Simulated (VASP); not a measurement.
A run of VASP 6.6.1:

File INCAR:

```
PREC = Accurate
ENCUT = 520
EDIFF = 1E-7
ISMEAR = -1
SIGMA = 0.05
LREAL = F
LASPH = T
NELM = 100
ALGO = Normal
ISIF = 2
LWAVE = F
LCHARG = F
GGA = B5
ALDAX = 1.0
AGGAX = 1.0
AGGAC = 1.0
ALDAC = 0.0
NBANDS = 19
```

Contents of KPOINTS:

```
Automatic mesh
0
Gamma
  9 9 5
```

File POSCAR:

```
Zr
1.0
    3.2320000000      0.0000000000      0.0000000000
   -1.6160000000      2.7989941050      0.0000000000
    0.0000000000      0.0000000000      5.1470000000
Zr
2
Direct
    0.6666666667      0.3333333333      0.7500000000
    0.3333333333      0.6666666667      0.2500000000
```

Potentials or basis: VASP PAW PBE potentials, release 64 (Zr_sv).

Command:

```sh
$ cat potpaw_PBE.64/Zr_sv/POTCAR > POTCAR
$ mpirun -np 1 vasp_std > vasp.out
```

Hardware: 1 thread of Intel(R) Xeon(R) 6975P-C (Granite Rapids), with other jobs on the host.

**Question.** How long does it take, and how much memory?

**Answer.** Wall time 16 s on 1 thread of Intel(R) Xeon(R) 6975P-C (Granite Rapids) (shared host), peak memory 0.17 GiB. Counts: scf iterations 14, k points 36.
